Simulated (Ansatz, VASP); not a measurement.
**HfB2: VASP beside Ansatz**

```
CELL_PARAMETERS angstrom
3.10369 0.00000 0.00000
-1.55184 2.68787 0.00000
0.00000 0.00000 3.42105
ATOMIC_POSITIONS crystal
Hf 0.00000 0.00000 0.00000
B 0.33333 0.66667 0.50000
B 0.66667 0.33333 0.50000
```

Alike in both runs: functional LDA; k mesh 15 × 15 × 10; occupations fermi-dirac, width 0.15 eV; no spin polarisation.

Ansatz relaxed the structure, and its values are those at the end. VASP's run is a single point on that final structure, the one shown.

|  | VASP | Ansatz |
| --- | --- | --- |
| version | VASP 6.6.1 | Ansatz 0.2.0 |
| potentials or method | VASP PAW LDA potentials, release 64 (Hf_pv, B), cutoff 500 eV | scalar-relativistic, plane waves, PAW |
| valence electrons in the cell | 16 | 32 |

VASP gave:

| Item | Value |
| --- | --- |
| gap on the k mesh at the Fermi level (eV) | none |
| pressure (GPa) | 0.7 |

Which values does Ansatz return?

gap on the k mesh at the Fermi level (eV): none; pressure (GPa): 0.0.

Ansatz warns that its potentials were made for another functional, while VASP's fit it. LDA's correlation is that of Perdew and Zunger in VASP and of Perdew and Wang (1992) in Ansatz. A gap of «none» marks a metal or a gap that the smearing closes. VASP's potentials hold 16 valence electrons a cell and Ansatz's 32, so a difference there can come from the potentials and not from the codes.

Spin-orbit coupling is off throughout.
